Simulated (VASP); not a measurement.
## Ga2C3N6: electric field gradients with PBE

Ga2C3N6:

```
Ga C N
1.0
     2.84350    1.64170    9.33598
    -2.84350    1.64170    9.33598
     0.00000   -3.28339    9.33598
Ga C N
4 6 12
Direct
  0.66373 0.66373 0.66373
  0.16373 0.16373 0.16373
  0.33627 0.33627 0.33627
  0.83627 0.83627 0.83627
  0.25000 0.94115 0.55885
  0.94115 0.55885 0.25000
  0.55885 0.25000 0.94115
  0.44115 0.75000 0.05885
  0.75000 0.05885 0.44115
  0.05885 0.44115 0.75000
  0.35067 0.96103 0.56632
  0.96103 0.56632 0.35067
  0.56632 0.35067 0.96103
  0.46103 0.85067 0.06632
  0.85067 0.06632 0.46103
  0.06632 0.46103 0.85067
  0.64933 0.03897 0.43368
  0.03897 0.43368 0.64933
  0.43368 0.64933 0.03897
  0.53897 0.14933 0.93368
  0.14933 0.93368 0.53897
  0.93368 0.53897 0.14933
```

* Program: VASP 6.6.1
* Task: electric field gradients
* Functional: PBE
* Potentials or basis: VASP PAW PBE potentials, release 64 (Ga_d, C, N)
* Cutoff: 520 eV
* k mesh: 6 × 6 × 6
* Occupations: fermi-dirac, width 0.02 eV
* Spin: no spin polarisation
* Dipole correction: no
* Further INCAR settings: LREAL = Auto; ALGO = Normal; EDIFF = 1e-08; NBANDS = 85

* Pressure: 0.2 GPa
* Largest force: 0.004 eV/Å
* Band gap on the k mesh: 1.88 eV, direct

Forces in eV/Å, atoms in the order of the input:
```
Ga   0.000  0.000  0.002
Ga   0.000  0.000  0.002
Ga   0.000  0.000 -0.002
Ga   0.000  0.000 -0.002
C    0.002 -0.003  0.000
C   -0.004  0.000  0.000
C    0.002  0.003  0.000
C   -0.002 -0.003  0.000
C   -0.002  0.003  0.000
C    0.004  0.000  0.000
N    0.003 -0.002 -0.002
N   -0.003 -0.002 -0.002
N    0.000  0.004 -0.002
N   -0.003 -0.002 -0.002
N    0.000  0.004 -0.002
N    0.003 -0.002 -0.002
N   -0.003  0.002  0.002
N    0.003  0.002  0.002
N    0.000 -0.004  0.002
N    0.003  0.002  0.002
N    0.000 -0.004  0.002
N   -0.003  0.002  0.002
```

Stress tensor (GPa, compression positive):
```
0.14 0.00 0.00
0.00 0.14 0.00
0.00 0.00 0.36
```

Levels at points of the mesh, in eV from the valence-band top:
```csv
k point,band 65,band 66,band 67,band 68,band 69,band 70,band 71,band 72
"(0.00, 0.00, 0.00)",-0.23,-0.23,0.00,0.00,1.88,3.88,4.15,4.21
"(0.50, 0.00, 0.00)",-0.66,-0.66,-0.35,-0.35,2.77,2.77,4.09,4.09
"(0.50, 0.50, 0.00)",-0.62,-0.50,-0.40,-0.27,2.58,3.70,3.72,4.03
"(0.50, 0.50, 0.50)",-0.11,-0.11,-0.11,-0.11,2.63,2.63,4.62,4.62
```

Electric field gradients, principal values (V/Å²):
| atom | least | middle | greatest (by size) |
| --- | --- | --- | --- |
| 1 Ga | -1.306 | -1.306 | 2.611 |
| 2 Ga | -1.306 | -1.306 | 2.611 |
| 3 Ga | -1.306 | -1.306 | 2.611 |
| 4 Ga | -1.306 | -1.306 | 2.611 |
| 5 C | 21.845 | 31.852 | -53.697 |
| 6 C | 21.845 | 31.852 | -53.697 |
| 7 C | 21.845 | 31.852 | -53.697 |
| 8 C | 21.845 | 31.852 | -53.697 |
| 9 C | 21.845 | 31.852 | -53.697 |
| 10 C | 21.845 | 31.852 | -53.697 |
| 11 N | 4.511 | 10.895 | -15.406 |
| 12 N | 4.511 | 10.895 | -15.406 |
| 13 N | 4.511 | 10.895 | -15.406 |
| 14 N | 4.511 | 10.895 | -15.406 |
| 15 N | 4.511 | 10.895 | -15.406 |
| 16 N | 4.511 | 10.895 | -15.406 |
| 17 N | 4.511 | 10.895 | -15.406 |
| 18 N | 4.511 | 10.895 | -15.406 |
| 19 N | 4.511 | 10.895 | -15.406 |
| 20 N | 4.511 | 10.895 | -15.406 |
| 21 N | 4.511 | 10.895 | -15.406 |
| 22 N | 4.511 | 10.895 | -15.406 |

Wall time 74 min on 1 thread of AMD EPYC 9R45 96-Core Processor (Zen 5) (shared host), peak memory 1.2 GiB.

Caveat: without QUAD_EFG the Cq values of the log hold for a quadrupole moment of 1 mb, not for the nuclei. A k mesh can miss the band edges.
